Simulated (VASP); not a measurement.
Set up this calculation in VASP 6.6.1, as the native input.

| Property | Result |
| --- | --- |
| Task | single point |
| Functional | PBE |
| Potentials or basis | VASP PAW PBE potentials, release 64 (Cu, O) |
| Cutoff | 520 eV |
| k mesh | 11 × 11 × 10 |
| Occupations | fermi-dirac, width 0.05 eV |
| Spin | no spin polarisation |
| Dipole correction | no |
| Further INCAR settings | ALGO = Normal; EDIFF = 1e-06; NBANDS = 16 |

The structure of CuO lies in POSCAR:

```
CuO
1.0
    2.8919534507      0.0000000000      0.0000000000
   -1.4459767203      2.5045051563      0.0000000000
    0.0000000000      0.0000000000      2.8224032844
Cu O
1 1
Direct
    0.0000000000      0.0000000000      0.0000000000
    0.6666666667      0.3333333333      0.5000000000
```

One way to write it, as run:

INCAR

```
SYSTEM = CuO
PREC = Accurate
ENCUT = 520
EDIFF = 1E-6
ISMEAR = -1
SIGMA = 0.05
LREAL = .FALSE.
LASPH = .TRUE.
NELM = 100
ALGO = Normal
ISIF = 2
LWAVE = .FALSE.
LCHARG = .FALSE.
GGA = PE
NBANDS = 16
```

KPOINTS

```
Automatic mesh
0
G
  11 11 10
  0 0 0
```

Potentials or basis: VASP PAW PBE potentials, release 64 (Cu, O).

The run is started by

```sh
$ cat potpaw_PBE.64/Cu/POTCAR potpaw_PBE.64/O/POTCAR > POTCAR
$ mpirun -np 1 vasp_std > vasp.out
```

Results of the run:

* Pressure: -9.0 GPa

Caveat: an odd number of electrons without spin polarisation forces a metal; a magnetic or distorted state may lie lower.

It took 18 s on 1 thread of AMD EPYC 9R45 96-Core Processor (Zen 5), with other jobs on the host, peak memory 0.13 GiB.
